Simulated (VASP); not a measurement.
MnS, 4 atoms in the cell. It takes space group R-3m (No. 166, trigonal). The conventional cell has a = 3.660 Å, b = 3.660 Å, c = 8.913 Å, α = 90.00°, β = 90.00°, γ = 120.00°. Within 3.4 Å of Mn (site symmetry -3m) lie 6 S at 2.58 Å. Within 3.4 Å of S (site symmetry -3m) lie 6 Mn at 2.58 Å. 

```yaml
Program: VASP 6.6.1
Task: single point
Functional: PBE
Potentials_or_basis: VASP PAW PBE potentials, release 64 (Mn_pv, S)
Cutoff: 520 eV
k_mesh: 8 × 8 × 8
Occupations: methfessel-paxton, width 0.1 eV
Spin: collinear spin, ferromagnetic start
Starting_moments: "[4.0, 4.0, 0.0, 0.0] μB"
Dipole_correction: no
Further_INCAR_settings: ALGO = Normal; EDIFF = 1e-06; NBANDS = 31
```

Potentials or basis: VASP PAW PBE potentials, release 64 (Mn_pv, S).

The run is started by

```bash
$ cat potpaw_PBE.64/Mn_pv/POTCAR potpaw_PBE.64/S/POTCAR > POTCAR
$ mpirun -np 1 vasp_std > vasp.out
```

Hardware: 1 thread of AMD EPYC 7R13 Processor (Zen 3), on a shared host.

Task: How long does it take, and how much memory?

Result: Wall time 10 min on 1 thread of AMD EPYC 7R13 Processor (Zen 3) (shared host), peak memory 0.48 GiB. Counts: scf iterations 16, k points 65.
